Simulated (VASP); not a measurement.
The system is BN (Qingsongite).

```
B N
1.0
     0.00000    1.78992    1.78992
     1.78992    0.00000    1.78992
     1.78992    1.78992    0.00000
B N
1 1
Cartesian
  0.0000 0.0000 0.0000
  0.8950 0.8950 0.8950
```

Base run:

```yaml
Program: VASP 6.6.1
Functional: LDA
Potentials_or_basis: VASP PAW LDA potentials, release 64 (B, N)
Cutoff: 520 eV
k_mesh: 12 × 12 × 12
Occupations: fermi-dirac, width 0.02 eV
Spin: no spin polarisation
```

Its results: band gap on the k mesh 4.38 eV, indirect (least direct gap 8.82 eV); pressure 1.2 GPa.

Q: The run is repeated on the same cell with these changes: potentials or basis from VASP PAW LDA potentials, release 64 (B, N) to VASP PAW LDA potentials, release 64 (B_h, N_h); cutoff from 520 eV to 910 eV; further incar settings from ALGO = Normal; EDIFF = 1e-07; NBANDS = 11 to ALGO = Normal; EDIFF = 1e-06; NBANDS = 11. What comes out?

A: Band gap on the k mesh 4.38 eV, indirect (least direct gap 8.83 eV); pressure 0.7 GPa.

Caveats: the cutoff is under 1.25 times the usual one of these potentials, so pressure, stress and relaxed cells hold a basis-set (Pulay) error (some runs).

A k mesh can miss the band edges.
